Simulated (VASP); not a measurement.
# TeSe3 (I4/mmm) in VASP: single point with PBE

Aim: the single point of TeSe3 with PBE.

Everything below comes from runs of VASP 6.6.1. Logs are shortened: lines on timing, memory, paths and dates and some standing lists are left out, and cuts for length are marked.

### Step 1. The cell of the first run

The structure is tetragonal, space group I4/mmm (No. 139). The conventional cell has a = 3.881 Å, b = 3.881 Å, c = 17.137 Å, α = 90.00°, β = 90.00°, γ = 90.00°. Te (site symmetry 4/mmm) has 4 Se at 2.74 Å within 3.6 Å. Within 3.6 Å of Se (site symmetry 4/mmm) lie 4 Te at 2.74 Å. Se (site symmetry -4m2) has 4 Se at 2.74 Å within 3.6 Å.

### Step 2. Single point, PBE

INCAR reads:

```
PREC     = Accurate       # precision mode
ENCUT    = 520            # plane-wave cutoff, eV
EDIFF    = 1E-6           # SCF threshold, eV
ISMEAR   = 0              # smearing method
SIGMA    = 0.1            # smearing width, eV
LREAL    = F              # projectors in reciprocal space
LASPH    = T              # aspherical terms in the spheres
NELM     = 100            # most SCF steps
ALGO     = Normal         # electronic algorithm
ISIF     = 2              # what is computed and relaxed
LWAVE    = F              # write WAVECAR
LCHARG   = T              # write CHGCAR
GGA      = PE             # functional
LELF     = T              # ELF
LVHAR    = T            
NBANDS   = 20             # bands
```

KPOINTS reads:

```
Automatic mesh
0
Gamma
  16 16 16
```

POSCAR reads:

```
TeSe3
1.0
   -1.9402658393      1.9402658393      8.5686237471
    1.9402658393     -1.9402658393      8.5686237471
    1.9402658393      1.9402658393     -8.5686237471
Te Se
1 3
Direct
    0.0000000000      0.0000000000      0.0000000000
    0.5000000000      0.5000000000      0.0000000000
    0.2500000000      0.7500000000      0.5000000000
    0.7500000000      0.2500000000      0.5000000000
```

Potentials or basis: VASP PAW PBE potentials, release 64 (Te, Se).

Command:

```console
$ cat potpaw_PBE.64/Te/POTCAR potpaw_PBE.64/Se/POTCAR > POTCAR
$ mpirun -np 1 vasp_std > vasp.out
```

OUTCAR:

```text
PREC = Accurate
   ENCUT = 520
   EDIFF = 1E-6
   ISMEAR = 0
   LREAL = F
   LASPH = T
   NELM = 100
   ISIF = 2
   GGA = PE

 ion  position               nearest neighbor table
   1  0.000  0.000  0.000-   2 2.74   2 2.74   2 2.74   2 2.74
   2  0.500  0.500  0.000-   1 2.74   1 2.74   1 2.74   1 2.74
   3  0.250  0.750  0.500-   4 2.74   4 2.74   4 2.74   4 2.74
   4  0.750  0.250  0.500-   3 2.74   3 2.74   3 2.74   3 2.74

  LATTYP: Found a body centered tetragonal cell.
 ALAT       =     3.8805316786
 C/A-ratio  =     4.4162112086

  Lattice vectors:

 A1 = (  -1.9402658393,   1.9402658393,   8.5686237471)
 A2 = (   1.9402658393,  -1.9402658393,   8.5686237471)
 A3 = (   1.9402658393,   1.9402658393,  -8.5686237471)

Analysis of symmetry for initial positions (statically):
=====================================================================
 Subroutine PRICEL returns:
 Original cell was already a primitive cell.

 Routine SETGRP: Setting up the symmetry group for a
 body centered tetragonal supercell.

 Subroutine GETGRP returns: Found 16 space group operations
 (whereof 16 operations were pure point group operations)
 out of a pool of 16 trial point group operations.

The static configuration has the point symmetry D_4h.

Analysis of symmetry for dynamics (positions and initial velocities):
=====================================================================
 Subroutine PRICEL returns:
 Original cell was already a primitive cell.

 Routine SETGRP: Setting up the symmetry group for a
 body centered tetragonal supercell.

 Subroutine GETGRP returns: Found 16 space group operations
 (whereof 16 operations were pure point group operations)
 out of a pool of 16 trial point group operations.

The dynamic configuration has the point symmetry D_4h.

 Subroutine INISYM returns: Found 16 space group operations
 (whereof 16 operations are pure point group operations),
 and found     1 'primitive' translations

----------------------------------------------------------------------------------------

                                     Primitive cell

  volume of cell :     129.0308

  direct lattice vectors                    reciprocal lattice vectors
    -1.940265839  1.940265839  8.568623747     0.000000000  0.257696646  0.058352428
     1.940265839 -1.940265839  8.568623747     0.257696646  0.000000000  0.058352428
[... 89 lines left out ...]
   EDIFF  = 0.1E-05   stopping-criterion for ELM
   LREAL  =      F    real-space projection
   EDIFFG = 0.1E-04   stopping-criterion for IOM
   NSW    =      0    number of steps for IOM
   IBRION =     -1    ionic relax: 0-MD 1-quasi-New 2-CG
   NFREE  =      0    steps in history (QN), initial steepest desc. (CG)
   ISIF   =      2    stress and relaxation
   ISYM   =      2    0-nonsym 1-usesym 2-fastsym
   POTIM  = 0.5000    time-step for ionic-motion
   TEBEG  =    0.0;   TEEND  =   0.0 temperature during run
   PSTRESS=    0.0 pullay stress
   NELECT =      24.0000    total number of electrons
   NUPDOWN=      -1.0000    fix difference up-down
   EMIN   =  10.00;   EMAX   =-10.00  energy-range for DOS
   EFERMI =   0.00;   METHOD = LEGACY
   ISMEAR =     0;   SIGMA  =   0.10  broadening in eV -4-tet -1-fermi 0-gaus
   EFERMI_NEDOS =   21; number of points for ismear=-14 and -15
   IALGO  =     38    algorithm
   IMIX   =      4    mixing-type and parameters
     AMIX     =   0.40;   BMIX     =  1.00
     AMIX_MAG =   1.60;   BMIX_MAG =  1.00
  volume/ion in A,a.u.               =      32.26       217.69
  Fermi-wavevector in a.u.,A,eV,Ry     =   0.934503  1.765955 11.881913  0.873296
  Thomas-Fermi vector in A             =   2.061315
   LORBIT       =      0    0 simple, 1 ext, 2 COOP (PROOUT), +10 PAW based schemes
   GGA     = PE    functional components
   LHFCALC =     F    Hartree Fock is set to
   AEXX    =    0.0000 exact exchange contribution
   IVDW    =     0    specifies the selected vdW correction
   LEPSILON=     F    determine dielectric tensor
   LRPA    =     F    only Hartree local field effects (RPA)
 non-spin polarized calculation
 Gauss-broadening in eV      SIGMA  =   0.10
  energy-cutoff  :      520.00
  volume of cell :      129.03
 maximum number of plane-waves:      3506
 NGX is ok and might be reduce to    70
   NGX = 33   NGY = 33   NGZ = 33

 number of electron      24.0000001 magnetization

 Free energy of the ion-electron system (eV)
  ---------------------------------------------------
  ext. energy  EPLUGINS =         0.00000000
  ---------------------------------------------------
  free energy    TOTEN  =       -12.75321638 eV

  energy without entropy =      -12.73781076  energy(sigma->0) =      -12.74551357

 E-fermi :   2.3636     XC(G=0):  -8.3067

 val. band max:        2.3605536608   @ k =  -0.4375   0.4375   0.3125
 cond. band min:       2.3647391150   @ k =  -0.3750   0.5000   0.2500
 fundamental gap:      0.0041854543
 Fermi energy:         2.3636487245

 k-point     1 :       0.0000    0.0000    0.0000
  band No.  band energies     occupation
      1     -12.5433      2.00000
      2     -12.2342      2.00000
      3      -7.2861      2.00000
      4      -5.8616      2.00000
      5      -1.9026      2.00000
      6      -1.9026      2.00000
[... 541 lines left out ...]
     19       7.4507      0.00000
     20      10.4540      0.00000

 [... further k-points ...]

------------------------ aborting loop because EDIFF is reached ----------------------------------------

  FORCE on cell =-STRESS in cart. coord.  units (eV):
  Direction    XX          YY          ZZ          XY          YZ          ZX
  --------------------------------------------------------------------------------------
  -------------------------------------------------------------------------------------
  Total       -0.0159528     -0.0159528      0.0047184      0.0000000     -0.0000000      0.0000000
  in kB       -0.1980857     -0.1980857      0.0585888      0.0000000     -0.0000000      0.0000000
  external PRESSURE =      -0.1125276 kB  Pullay stress =       0.0000000 kB

 VOLUME and BASIS-vectors are now :
 -----------------------------------------------------------------------------
  energy-cutoff  :      520.00
  volume of cell :      129.03
      direct lattice vectors                 reciprocal lattice vectors
    -1.940265839  1.940265839  8.568623747     0.000000000  0.257696646  0.058352428
     1.940265839 -1.940265839  8.568623747     0.257696646  0.000000000  0.058352428
     1.940265839  1.940265839 -8.568623747     0.257696646  0.257696646  0.000000000

 POSITION                                       TOTAL-FORCE (eV/Angst)
 -----------------------------------------------------------------------------------
      0.00000      0.00000      0.00000         0.000000      0.000000      0.000000
      0.00000      0.00000      8.56862         0.000000      0.000000      0.000000
      1.94027      0.00000      4.28431        -0.000000      0.000000     -0.000000
      0.00000      1.94027      4.28431         0.000000     -0.000000     -0.000000
 -----------------------------------------------------------------------------------
    total drift:                               -0.000000     -0.000000      0.000000

  FREE ENERGIE OF THE ION-ELECTRON SYSTEM (eV)
  ---------------------------------------------------
  free  energy   TOTEN  =       -12.7532163769 eV

  energy  without entropy=      -12.7378107641  energy(sigma->0) =      -12.74551357
```

stdout:

```text
POSCAR found type information on POSCAR TeSe
 POSCAR found :  2 types and       4 ions
 scaLAPACK will be used
 LDA part: xc-table for (Slater+PW92), standard interpolation
 POSCAR, INCAR and KPOINTS ok, starting setup
 FFT: planning ... GRIDC
 FFT: planning ... GRID_SOFT
 FFT: planning ... GRID
 WAVECAR not read
 entering main loop
```

Run time: 37 min. Hardware: 1 thread of AMD EPYC 9R45 (Zen 5), shared host; peak memory 1.2 GiB.

What came out:

```
Free energy            : -12.7532 eV
Pressure               : 0.0 GPa
Band gap on the k mesh : zero (bands 12 and 13 overlap by 2.31 eV)
```

Caveat: spin-orbit coupling is left out, which moves the levels of the heavy elements.
